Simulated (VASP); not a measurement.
A run of VASP 6.6.1 is set up as follows.

INCAR

```
PREC = Accurate
ENCUT = 520
EDIFF = 1E-6
ISMEAR = -1
SIGMA = 0.05
LREAL = False
LASPH = True
NELM = 150
ALGO = Normal
ISIF = 2
LWAVE = False
LCHARG = False
ISPIN = 2
MAGMOM = 0.5 0.5 0.5 0.5
LORBIT = 11
LMAXMIX = 4
GGA = RP
NBANDS = 32
```

File KPOINTS:

```
regular mesh
0
Gamma
  13 13 4
```

The input POSCAR:

```
Pd
1.0
    2.8055079162      0.0000000000      0.0000000000
   -1.4027539581      2.4296411259      0.0000000000
    0.0000000000      0.0000000000      9.2794682030
Pd
4
Direct
    0.0000000000      0.0000000000      1.0000000000
    0.0000000000      0.0000000000      0.5000000000
    0.3333333333      0.6666666667      0.2500000000
    0.6666666667      0.3333333333      0.7500000000
```

Potentials or basis: VASP PAW PBE potentials, release 64 (Pd).

Launch:

```bash
$ cat potpaw_PBE.64/Pd/POTCAR > POTCAR
$ mpirun -np 1 vasp_std > vasp.out
```

(1) Estimate the net moment.

(2) Predict the site moments.

## Answers

(1) 1.13 μB per cell.

(2) Pd +0.28, +0.29 (each value once) μB.
